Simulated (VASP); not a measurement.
# ZnS (I-4m2) in VASP: a series of runs, part 2 of 2

VASP 6.6.1. The steps go on from the part before.

### 3 Single point, r2SCAN (strain -0.030 along x and y, +0.030 along z)

POSCAR

```
ZnS
1.0
    0.0000000000      2.6235105000      2.7857895000
    2.6235105000      0.0000000000      2.7857895000
    2.6235105000      2.6235105000      0.0000000000
Zn S
1 1
Direct
    0.0000000000      0.0000000000      0.0000000000
    0.7500000000      0.7500000000      0.7500000000
```

INCAR.step1

```
PREC     = Accurate       # precision mode
ENCUT    = 520            # plane-wave cutoff, eV
ISMEAR   = 0              # smearing method
SIGMA    = 0.05           # smearing width, eV
LREAL    = False          # projectors in reciprocal space
LASPH    = True           # aspherical terms in the spheres
NELM     = 60             # most SCF steps
NBANDS   = 16             # bands
GGA      = PE             # functional
ALGO     = Normal         # electronic algorithm
EDIFF    = 1E-4           # SCF threshold, eV
LWAVE    = True           # write WAVECAR
LCHARG   = False          # write CHGCAR
```

INCAR.step2

```
PREC     = Accurate       # precision mode
ENCUT    = 520            # plane-wave cutoff, eV
EDIFF    = 1E-6           # SCF threshold, eV
ISMEAR   = 0              # smearing method
SIGMA    = 0.05           # smearing width, eV
LREAL    = False          # projectors in reciprocal space
LASPH    = True           # aspherical terms in the spheres
NELM     = 60             # most SCF steps
ALGO     = Normal         # electronic algorithm
ISIF     = 2              # what is computed and relaxed
LWAVE    = False          # write WAVECAR
LCHARG   = True           # write CHGCAR
METAGGA  = R2SCAN         # meta-GGA
LMIXTAU  = True         
LELF     = True           # ELF
LVHAR    = True         
NBANDS   = 16             # bands
ISTART   = 1
```

KPOINTS

```
regular mesh
0
Gamma
  8 8 8
```

Potentials or basis: VASP PAW PBE potentials, release 64 (Zn, S).

Started as:

```sh
$ cat potpaw_PBE.64/Zn/POTCAR potpaw_PBE.64/S/POTCAR > POTCAR
$ cp INCAR.step1 INCAR
$ mpirun -np 1 vasp_std > vasp.out
$ cp INCAR.step2 INCAR
$ mpirun -np 1 vasp_std > vasp.out
```

It took 2.7 min on 1 thread of Intel Xeon Platinum 8259CL at 2.50GHz (Skylake/Cascade Lake), shared host; peak memory 0.18 GiB.

It converged, with:

- Free energy: -18.8493 eV
- Pressure: 1.6 GPa
- Band gap on the k mesh: 2.71 eV, direct

Stress tensor (GPa, compression positive):
```
 2.57  0.00  0.00
 0.00  2.57  0.00
 0.00  0.00 -0.36
```

Levels at points of the mesh, in eV from the valence-band top:
```csv
k point,band 5,band 6,band 7,band 8,band 9,band 10,band 11,band 12,band 13,band 14
"(0.00, 0.00, 0.00)",-6.12,-6.11,-0.25,0.00,0.00,2.71,6.83,6.83,6.83,11.60
"(0.50, 0.00, 0.00)",-6.09,-5.91,-5.64,-1.19,-0.82,3.73,7.11,7.59,9.47,12.88
"(0.50, 0.50, 0.00)",-6.04,-5.96,-5.04,-2.23,-2.23,3.84,4.81,11.41,13.03,13.03
"(0.50, 0.00, 0.50)",-6.03,-5.86,-4.67,-2.63,-2.49,3.48,4.21,12.10,12.50,12.89
```

Caveat: the cell differs from its parent crystal (strain -0.030 along x and y, +0.030 along z); the PAW data sets were made with another functional, which shifts forces and pressure a little.

### 4 Single point, r2SCAN (strain +0.000 along x and y, -0.030 along z)

POSCAR

```
ZnS
1.0
    0.0000000000      2.7046500000      2.6235105000
    2.7046500000      0.0000000000      2.6235105000
    2.7046500000      2.7046500000      0.0000000000
Zn S
1 1
Direct
    0.0000000000      0.0000000000      0.0000000000
    0.7500000000      0.7500000000      0.7500000000
```

INCAR.step1

```
ALGO     = Normal         # electronic algorithm
EDIFF    = 1E-4           # SCF threshold, eV
ENCUT    = 520            # plane-wave cutoff, eV
GGA      = PE             # functional
ISMEAR   = 0              # smearing method
LASPH    = True           # aspherical terms in the spheres
LCHARG   = False          # write CHGCAR
LREAL    = False          # projectors in reciprocal space
LWAVE    = True           # write WAVECAR
NBANDS   = 16             # bands
NELM     = 100            # most SCF steps
PREC     = Accurate       # precision mode
SIGMA    = 0.05           # smearing width, eV
```

INCAR.step2

```
ALGO     = Normal         # electronic algorithm
EDIFF    = 1E-7           # SCF threshold, eV
ENCUT    = 520            # plane-wave cutoff, eV
ISIF     = 2              # what is computed and relaxed
ISMEAR   = 0              # smearing method
ISTART   = 1            
LASPH    = True           # aspherical terms in the spheres
LCHARG   = False          # write CHGCAR
LMIXTAU  = True         
LREAL    = False          # projectors in reciprocal space
LWAVE    = False          # write WAVECAR
METAGGA  = R2SCAN         # meta-GGA
NBANDS   = 16             # bands
NELM     = 100            # most SCF steps
PREC     = Accurate       # precision mode
SIGMA    = 0.05           # smearing width, eV
```

KPOINTS

```
k-points
0
Gamma
  8 8 8
```

Started as:

```sh
$ cat potpaw_PBE.64/Zn/POTCAR potpaw_PBE.64/S/POTCAR > POTCAR
$ cp INCAR.step1 INCAR
$ mpirun -np 1 vasp_std > vasp.out
$ cp INCAR.step2 INCAR
$ mpirun -np 1 vasp_std > vasp.out
```

Wall time 3.2 min (1 thread of Intel Xeon Platinum 8259CL at 2.50GHz (Skylake/Cascade Lake), shared host); peak memory 0.18 GiB.

Results (log left out):

```yaml
Free_energy: -18.8597 eV
Pressure: 1.6 GPa
Band_gap_on_the_k_mesh: 2.73 eV, direct
```

Stress tensor (GPa, compression positive):
```
1.20 0.00 0.00
0.00 1.20 0.00
0.00 0.00 2.42
```

Levels at points of the mesh, in eV from the valence-band top:
```csv
k point,band 5,band 6,band 7,band 8,band 9,band 10,band 11,band 12,band 13,band 14
"(0.00, 0.00, 0.00)",-6.11,-6.10,-0.11,-0.11,0.00,2.73,6.82,6.82,6.82,12.00
"(0.50, 0.00, 0.00)",-6.06,-5.90,-5.65,-1.08,-0.91,3.79,7.17,7.47,9.46,12.92
"(0.50, 0.50, 0.00)",-6.01,-5.84,-4.67,-2.56,-2.56,3.49,4.20,12.15,12.90,12.90
"(0.50, 0.00, 0.50)",-6.02,-5.89,-4.85,-2.43,-2.36,3.66,4.51,11.78,12.81,13.03
```

Caveat: the cell differs from its parent crystal (strain +0.000 along x and y, -0.030 along z); the PAW data sets were made with another functional, which shifts forces and pressure a little.

### 5 Single point, r2SCAN (strain -0.015 along x and y, +0.000 along z)

POSCAR

```
ZnS
1.0
    0.0000000000      2.6640802500      2.7046500000
    2.6640802500      0.0000000000      2.7046500000
    2.6640802500      2.6640802500      0.0000000000
Zn S
1 1
Direct
    0.0000000000      0.0000000000      0.0000000000
    0.7500000000      0.7500000000      0.7500000000
```

INCAR.step1

```
SYSTEM = ZnS
PREC = Accurate
ENCUT = 520
ISMEAR = 0
SIGMA = 0.05
LREAL = .False.
LASPH = .True.
NELM = 80
NBANDS = 16
GGA = PE
ALGO = Normal
EDIFF = 1E-4
LWAVE = .True.
LCHARG = .False.
```

INCAR.step2

```
SYSTEM = ZnS
PREC = Accurate
ENCUT = 520
EDIFF = 1E-6
ISMEAR = 0
SIGMA = 0.05
LREAL = .False.
LASPH = .True.
NELM = 80
ALGO = Normal
ISIF = 2
LWAVE = .False.
LCHARG = .False.
METAGGA = R2SCAN
LMIXTAU = .True.
NBANDS = 16
ISTART = 1
```

KPOINTS

```
Automatic mesh
0
Gamma
  8 8 8
  0 0 0
```

Started as:

```sh
$ cat potpaw_PBE.64/Zn/POTCAR potpaw_PBE.64/S/POTCAR > POTCAR
$ cp INCAR.step1 INCAR
$ mpirun -np 1 vasp_std > vasp.out
$ cp INCAR.step2 INCAR
$ mpirun -np 1 vasp_std > vasp.out
```

Wall time 2.8 min (1 thread of Intel Xeon Platinum 8259CL at 2.50GHz (Skylake/Cascade Lake), shared host); peak memory 0.18 GiB.

Results (log left out):

* Free energy: -18.8621 eV
* Pressure: 1.6 GPa
* Band gap on the k mesh: 2.78 eV, direct

Stress tensor (GPa, compression positive):
```
1.78 0.00 0.00
0.00 1.78 0.00
0.00 0.00 1.16
```

Levels at points of the mesh, in eV from the valence-band top:
| k point | band 6 | band 7 | band 8 | band 9 | band 10 | band 11 | band 12 | band 13 |
| --- | --- | --- | --- | --- | --- | --- | --- | --- |
| (0.00, 0.00, 0.00) | -6.05 | -0.06 | 0.00 | 0.00 | 2.78 | 6.86 | 6.86 | 6.86 |
| (0.50, 0.00, 0.00) | -5.85 | -5.60 | -0.99 | -0.90 | 3.85 | 7.29 | 7.43 | 9.51 |
| (0.50, 0.50, 0.00) | -5.84 | -4.80 | -2.35 | -2.35 | 3.71 | 4.56 | 11.84 | 13.02 |
| (0.50, 0.00, 0.50) | -5.82 | -4.71 | -2.45 | -2.41 | 3.62 | 4.41 | 12.02 | 12.92 |

Caveat: the cell differs from its parent crystal (strain -0.015 along x and y, +0.000 along z); the PAW data sets were made with another functional, which shifts forces and pressure a little.

### 6 Single point, r2SCAN (strain +0.000 along x and y, -0.015 along z)

POSCAR

```
ZnS
1.0
    0.0000000000      2.7046500000      2.6640802500
    2.7046500000      0.0000000000      2.6640802500
    2.7046500000      2.7046500000      0.0000000000
Zn S
1 1
Direct
    0.0000000000      0.0000000000      0.0000000000
    0.7500000000      0.7500000000      0.7500000000
```

INCAR.step1

```
PREC = Accurate ; ENCUT = 520
ISMEAR = 0 ; SIGMA = 0.05
LREAL = False ; LASPH = True
NELM = 80 ; NBANDS = 16
GGA = PE ; ALGO = Normal
EDIFF = 1E-4 ; LWAVE = True
LCHARG = False
```

INCAR.step2

```
PREC = Accurate ; ENCUT = 520
EDIFF = 1E-7 ; ISMEAR = 0
SIGMA = 0.05 ; LREAL = False
LASPH = True ; NELM = 80
ALGO = Normal ; ISIF = 2
LWAVE = False ; LCHARG = True
METAGGA = R2SCAN ; LMIXTAU = True
LELF = True ; LVHAR = True
NBANDS = 16 ; ISTART = 1
```

KPOINTS

```
regular mesh
0
Gamma
  8 8 8
```

Potentials or basis: VASP PAW PBE potentials, release 64 (Zn, S).

Started as:

```sh
$ cat potpaw_PBE.64/Zn/POTCAR potpaw_PBE.64/S/POTCAR > POTCAR
$ cp INCAR.step1 INCAR
$ mpirun -np 1 vasp_std > vasp.out
$ cp INCAR.step2 INCAR
$ mpirun -np 1 vasp_std > vasp.out
```

Wall time 3.2 min (1 thread of Intel Xeon Platinum 8259CL at 2.50GHz (Skylake/Cascade Lake), shared host); peak memory 0.18 GiB.

Results (log left out):

| Property | Result |
| --- | --- |
| Free energy | -18.8654 eV |
| Pressure | 0.3 GPa |
| Band gap on the k mesh | 2.70 eV, direct |

Stress tensor (GPa, compression positive):
```
0.14 0.00 0.00
0.00 0.14 0.00
0.00 0.00 0.72
```

Levels at points of the mesh, in eV from the valence-band top:
```csv
k point,band 7,band 8,band 9,band 10,band 11,band 12
"(0.00, 0.00, 0.00)",-0.05,-0.05,0.00,2.70,6.86,6.86
"(0.50, 0.00, 0.00)",-5.51,-0.98,-0.90,3.80,7.28,7.42
"(0.50, 0.50, 0.00)",-4.64,-2.42,-2.42,3.61,4.34,11.94
"(0.50, 0.00, 0.50)",-4.73,-2.35,-2.32,3.69,4.50,11.76
```

Caveat: the cell differs from its parent crystal (strain +0.000 along x and y, -0.015 along z); the PAW data sets were made with another functional, which shifts forces and pressure a little.

### 7 The runs side by side

| cell | gap on the mesh (eV) | pressure (GPa) |
| --- | --- | --- |
| a = 3.797, b = 3.797, c = 3.710 Å, angles 60.8, 60.8, 58.5°, 2 atoms | 2.81 | 2.9 |
| a = 3.827, b = 3.827, c = 3.710 Å, angles 61.0, 61.0, 58.0°, 2 atoms | 2.71 | 1.6 |
| a = 3.768, b = 3.768, c = 3.825 Å, angles 59.5, 59.5, 61.0°, 2 atoms | 2.73 | 1.6 |
| a = 3.796, b = 3.796, c = 3.768 Å, angles 60.3, 60.3, 59.5°, 2 atoms | 2.78 | 1.6 |
| a = 3.796, b = 3.796, c = 3.825 Å, angles 59.8, 59.8, 60.5°, 2 atoms | 2.70 | 0.3 |

Alike in all rows: task single point; level r2SCAN; potentials or basis VASP PAW PBE potentials, release 64 (Zn, S); no spin polarisation; k mesh 8 × 8 × 8; cutoff (eV) 520; smearing gaussian 0.05 eV.

Caveats: the PAW data sets were made with another functional, which shifts forces and pressure a little.

Total energies depend on the potentials used, so only differences within one code and one set of settings carry meaning.
